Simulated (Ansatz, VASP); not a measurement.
**One calculation of Ta, two programs**

```
Ta
1.0
    -1.64096    1.64096    1.65128
     1.64096   -1.64096    1.65128
     1.66160    1.66160   -1.65128
Ta
1
Direct
  0.00000 0.00000 0.00000
```

Change from the starting cell: strain +0.0125 x Voigt [0, 0, 0, 0, 0, 1], atoms carried along.

Alike in both runs: task single point; functional r2SCAN; k mesh 20 × 20 × 20; occupations gaussian, width 0.15 eV; no spin polarisation.

|  | VASP | Ansatz |
| --- | --- | --- |
| version | VASP 6.6.1 | Ansatz 0.2.0 |
| potentials or method | VASP PAW PBE potentials, release 64 (Ta_pv), cutoff 520 eV | scalar-relativistic, plane waves, PAW |
| valence electrons in the cell | 11 | 13 |

```csv
,VASP,Ansatz,Ansatz less VASP
gap on the k mesh at the Fermi level (eV),none,none,-
pressure (GPa),1.1,0.5,-0.66
"traceless stress, the component that is largest in VASP (GPa)",-1.02,-1.01,+0.004
```

VASP's potentials were made for PBE, not for r2SCAN. A gap of «none» marks a metal or a gap that the smearing closes. VASP's potentials hold 11 valence electrons a cell and Ansatz's 13, so a difference there can come from the potentials and not from the codes.

Spin-orbit coupling is off throughout.
